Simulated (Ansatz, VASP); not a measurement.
# As in VASP and in Ansatz

```
As
1.0
     3.91773    0.00000    0.00000
     0.00000    3.91773    0.00000
     0.00000    0.00000    2.68465
As
2
Cartesian
  1.9589 0.0000 2.6861
  0.0000 1.9589 -0.0015
```

Alike in both runs: functional PBE; k mesh 4 × 4 × 6; occupations gaussian, width 0.1 eV; no spin polarisation.

Ansatz relaxed the structure, and its values are those at the end. VASP's run is a single point on that final structure, the one shown.

|  | VASP | Ansatz |
| --- | --- | --- |
| version | VASP 6.6.1 | Ansatz 0.2.0 |
| potentials or method | VASP PAW PBE potentials, release 64 (As), cutoff 520 eV | scalar-relativistic, plane waves, PAW |
| valence electrons in the cell | 10 | 30 |

```tsv
	VASP	Ansatz	Ansatz less VASP
gap on the k mesh at the Fermi level (eV)	none	none	-
pressure (GPa)	0.2	0.1	-0.15
```

A gap of «none» marks a metal or a gap that the smearing closes. VASP's potentials hold 10 valence electrons a cell and Ansatz's 30, so a difference there can come from the potentials and not from the codes.

The k mesh is coarse, so the values compare programs but aren't converged.
